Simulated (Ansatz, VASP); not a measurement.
## KBr: VASP beside Ansatz

```
Br K
1.0
     0.00000    3.36472    3.36472
     3.36472    0.00000    3.36472
     3.36472    3.36472    0.00000
Br K
1 1
Cartesian
  3.3647 3.3647 3.3647
  0.0000 0.0000 0.0000
```

Alike in both runs: task single point; functional PBE-based screened hybrid; k mesh 4 × 4 × 4; occupations gaussian, width 0.1 eV; no spin polarisation.

|  | VASP | Ansatz |
| --- | --- | --- |
| version | VASP 6.6.1 | Ansatz 0.2.0 |
| potentials or method | VASP PAW PBE potentials, release 64 (Br, K_sv) | Ansatz PAW |
| plane-wave cutoff (eV) | 520 | 420 |
| valence electrons in the cell | 16 | 16 |

|  | VASP | Ansatz | Ansatz less VASP |
| --- | --- | --- | --- |
| gap on the k mesh at the Fermi level (eV) | 5.21 | 5.21 | +0.002 |
| least direct gap on the mesh (eV) | 5.21 | 5.21 | +0.002 |
| pressure (GPa) | -0.4 | -0.4 | -0.01 |

VASP's potentials were made for PBE, not for PBE-based screened hybrid.
